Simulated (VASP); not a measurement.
Runs of VASP 6.6.1 on MgO. The structure is that of space group P-6m2 (No. 187), or close to it. The cells are those of the table. 

| level | potentials or basis | spin | cell | k mesh | smearing | gap on the mesh (eV) | pressure (GPa) |
| --- | --- | --- | --- | --- | --- | --- | --- |
| PBE | VASP PAW PBE potentials, release 64 (Mg, O) | off | a = 2.938, b = 2.938, c = 2.680 Å, angles 90.0, 90.0, 120.0°, 2 atoms | 6 × 6 × 6 | methfessel-paxton 0.1 eV | 3.00 | -0.9 |
| PBE | VASP PAW PBE potentials, release 64 (Mg, O) | off | a = 2.938, b = 2.938, c = 2.680 Å, angles 90.0, 90.0, 120.0°, 2 atoms | 5 × 5 × 5 | gaussian 0.01 eV | 3.01 | -0.9 |
| PBE | VASP PAW PBE potentials, release 64 (Mg, O) | off | a = 2.938, b = 2.938, c = 2.680 Å, angles 90.0, 90.0, 120.0°, 2 atoms | 6 × 6 × 6 | fermi-dirac 0.0861733 eV | 3.00 | -0.9 |
| PBE | VASP PAW PBE potentials, release 64 (Mg, O) | off | a = 3.042, b = 3.042, c = 2.775 Å, angles 90.0, 90.0, 120.0°, 2 atoms | 6 × 6 × 6 | methfessel-paxton 0.1 eV | 2.27 | (a) |
| RPBE | VASP PAW PBE potentials, release 64 (Mg, O) | off | a = 2.938, b = 2.938, c = 2.680 Å, angles 90.0, 90.0, 120.0°, 2 atoms | 6 × 6 × 6 | gaussian 0.1 eV | 3.10 | 3.2 |
| PBE+D3(BJ) | VASP PAW PBE potentials, release 64 (Mg, O) | off | a = 2.938, b = 2.938, c = 2.680 Å, angles 90.0, 90.0, 120.0°, 2 atoms | 6 × 6 × 6 | gaussian 0.1 eV | 3.00 | -5.3 |
| PBE | VASP PAW PBE potentials, release 64 (Mg, O) | off | a = 2.938, b = 2.938, c = 2.680 Å, angles 90.0, 90.0, 120.0°, 2 atoms | 6 × 6 × 6 | gaussian 0.1 eV | 3.00 | -0.9 |
| LDA | VASP PAW LDA potentials, release 64 (Mg, O) | collinear, ferromagnetic start | a = 2.938, b = 2.938, c = 2.680 Å, angles 90.0, 90.0, 120.0°, 2 atoms | 4 × 4 × 3 | gaussian 0.1 eV | 2.95 | -11.1 |
| PBE | VASP PAW PBE potentials, release 64 (Mg, O) | off | a = 3.024, b = 3.024, c = 2.758 Å, angles 90.0, 90.0, 120.0°, 2 atoms | 6 × 6 × 6 | gaussian 0.1 eV | (b) | -10.8 |
| PBE+D3(BJ) | VASP PAW PBE potentials, release 64 (Mg, O) | off | a = 3.139, b = 3.139, c = 2.863 Å, angles 90.0, 90.0, 120.0°, 2 atoms | 3 × 3 × 2 | tetrahedron | 1.48 | -20.6 |
| PBE | VASP PAW PBE potentials, release 64 (Mg, O) | off | a = 2.938, b = 2.938, c = 2.680 Å, angles 90.0, 90.0, 120.0°, 2 atoms | 6 × 6 × 6 | gaussian 0.01 eV | 3.00 | -0.9 |
| PBE | VASP PAW PBE potentials, release 64 (Mg, O) | off | a = 2.986, b = 2.986, c = 2.724 Å, angles 90.0, 90.0, 120.0°, 2 atoms | 3 × 3 × 2, shifted | gaussian 0.1 eV | 5.34 | -8.3 |

Alike in all rows: task single point; cutoff (eV) 600.

Problem. Fill in the values left out.

Solution. (a) -12.4; (b) 2.39.

Caveats: some runs use coarse meshes; the PAW data sets were made with another functional, which shifts forces and pressure a little (some runs); three body term missing (some runs).

A k mesh can miss the band edges.
